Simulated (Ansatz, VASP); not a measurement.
PbO: VASP beside Ansatz

POSCAR

```
PbO
1.0
    3.9744000000      0.0000000000      0.0000000000
    0.0000000000      3.9744000000      0.0000000000
    0.0000000000      0.0000000000      5.0219000000
Pb O
2 2
Direct
    0.0000000000      0.5000000000      0.2356000000
    0.5000000000      0.0000000000      0.7644000000
    0.0000000000      0.0000000000      0.0000000000
    0.5000000000      0.5000000000      0.0000000000
```

INCAR.step1

```
ALGO = Normal
EDIFF = 1E-4
ENCUT = 520
GGA = PE
ISMEAR = 0
LASPH = True
LCHARG = False
LREAL = False
LWAVE = True
NBANDS = 28
NELM = 60
PREC = Accurate
SIGMA = 0.1
```

File INCAR.step2:

```
ALGO = Normal
EDIFF = 1E-6
ENCUT = 520
ISIF = 2
ISMEAR = 0
ISTART = 1
LASPH = True
LCHARG = True
LELF = True
LMIXTAU = True
LREAL = False
LVHAR = True
LWAVE = False
METAGGA = R2SCAN
NBANDS = 28
NELM = 60
PREC = Accurate
SIGMA = 0.1
```

KPOINTS

```
k-points
0
Gamma
  4 4 4
```

Input for Ansatz:

```yaml
crystal:
  lattice:
    - [3.9744, 0.0, 0.0]
    - [0.0, 3.9744, 0.0]
    - [0.0, 0.0, 5.0219]
  atoms:
    - { symbol: Pb, position: [0.0, 0.5, 0.2356] }
    - { symbol: Pb, position: [0.5, 0.0, 0.7644] }
    - { symbol: O, position: [0.0, 0.0, 0.0] }
    - { symbol: O, position: [0.5, 0.5, 0.0] }
basis:
  ecutwfc: 500
kpoints:
  mp_grid: { grid: [4, 4, 4] }
hamiltonian:
  xc: r2scan
  pseudopotentials: { kind: paw, azcp: { folder: soft_1 } }
scf:
  occupations: { method: gaussian, width: 0.1 }
output:
  forces: true
  stress: true
  eigenvalues: true
```

Alike in both runs: task single point; functional r2SCAN; k mesh 4 × 4 × 4; occupations gaussian, width 0.1 eV; no spin polarisation.

```csv
,VASP,Ansatz
version,VASP 6.6.1,Ansatz 0.2.0
potentials or method,"VASP PAW PBE potentials, release 64 (Pb_d, O), cutoff 520 eV","scalar-relativistic, plane waves, PAW"
valence electrons in the cell,40,40
```

Ansatz gave:

```
gap on the k mesh at the Fermi level (eV)                     : 1.55
least direct gap on the mesh (eV)                             : 2.73
pressure (GPa)                                                : 1.5
traceless stress, the component that is largest in VASP (GPa) : -0.07
rms of the force components (eV/Å)                            : 0.014
```

Task: Estimate VASP's values.

Result: gap on the k mesh at the Fermi level (eV): 1.54; least direct gap on the mesh (eV): 2.72; pressure (GPa): 2.0; traceless stress, the component that is largest in VASP (GPa): -0.17; rms of the force components (eV/Å): 0.059.

VASP's potentials were made for PBE, not for r2SCAN. Atom by atom the forces differ by 0.045 eV/Å (rms over components). With one functional, cell and mesh, what is left measures potentials, basis and numerics.

Neither program's run includes spin-orbit coupling.
